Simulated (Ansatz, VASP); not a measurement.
# WSe2 in VASP and in Ansatz

```
Se W
1.0
     3.31482    0.00000    0.00000
    -1.65741    2.87072    0.00000
     0.00000    0.00000   21.34100
Se W
2 1
Direct
  0.66667 0.33333 0.42172
  0.66667 0.33333 0.57828
  0.33333 0.66667 0.50000
```

Alike in both runs: task relaxation of the atoms; functional PBEsol; k mesh 12 × 12 × 1; occupations gaussian, width 0.02 eV; no spin polarisation.

```csv
,VASP,Ansatz
version,VASP 6.6.1,Ansatz 0.2.0
potentials or method,"VASP PAW PBE potentials, release 64 (Se, W_sv)","scalar-relativistic, plane waves, PAW"
plane-wave cutoff (eV),520,420
valence electrons in the cell,26,46
```

|  | VASP | Ansatz | Ansatz less VASP |
| --- | --- | --- | --- |
| gap on the k mesh at the Fermi level, each at its own relaxed structure (eV) | 1.52 | 1.52 | -0.003 |

VASP's potentials were made for PBE, not for PBEsol. VASP's potentials hold 26 valence electrons a cell and Ansatz's 46, so a difference there can come from the potentials and not from the codes. Ansatz's warnings: slab cell height set, xc potential rough in thin density.

Neither program's run includes spin-orbit coupling.
